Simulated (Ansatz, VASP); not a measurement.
## Zr, level by level in two programs

```
Zr
1.0
     3.23200    0.00000    0.00000
    -1.61600    2.79899    0.00000
     0.00000    0.00000    5.14700
Zr
2
Direct
  0.66667 0.33333 0.75000
  0.33333 0.66667 0.25000
```

Single points on this cell with VASP 6.6.1 and Ansatz 0.2.0. Each row is one pair of runs.

| level | spin | k mesh | smearing | VASP's potentials, cutoff | Ansatz's potentials, cutoff | gap on the k mesh at the Fermi level (eV), VASP | gap on the k mesh at the Fermi level (eV), Ansatz | pressure (GPa), VASP | pressure (GPa), Ansatz |
| --- | --- | --- | --- | --- | --- | --- | --- | --- | --- |
| PBEsol-based global hybrid | off | 5 × 5 × 3 | fermi-dirac, width 0.05 eV | VASP PAW PBE potentials, release 64 (Zr_sv), 520 eV | Ansatz PAW, 420 eV | none | none | -2.3 | -2.2 |
| PBE | off | 9 × 9 × 5 | gaussian, width 0.019 eV | VASP PAW PBE potentials, release 64 (Zr_sv), 500 eV | Ansatz PAW, 420 eV | none | none | 0.6 | 0.6 |
| PBEsol | non-collinear, zero start, SOC | 9 × 9 × 5 | fermi-dirac, width 0.05 eV | VASP PAW PBE potentials, release 64 (Zr_sv), 500 eV | Ansatz PAW, 420 eV | - | - | -3.2 | -3.3 |
| PBE | off | 9 × 9 × 5 | gaussian, width 0.012 eV | VASP PAW PBE potentials, release 64 (Zr_sv), 520 eV | Ansatz PAW, 420 eV | none | none | 0.6 | 0.6 |
| PBE | off | 9 × 9 × 5 | gaussian, width 0.011 eV | VASP PAW PBE potentials, release 64 (Zr_sv), 520 eV | Ansatz PAW, 420 eV | none | none | 0.6 | 0.6 |
| r2SCAN+D3(BJ) | off | 9 × 9 × 5 | methfessel-paxton of order 1, width 0.01 eV | VASP PAW PBE potentials, release 64 (Zr_sv), 520 eV | JTH PAW, 990 eV | none | none | -1.0 | -1.0 |

Pressure (GPa): the two programs differ by at most 0.06.

A gap of «none» marks a metal or a gap that the smearing closes.

The k mesh is coarse in some rows, so the values compare programs but aren't converged.
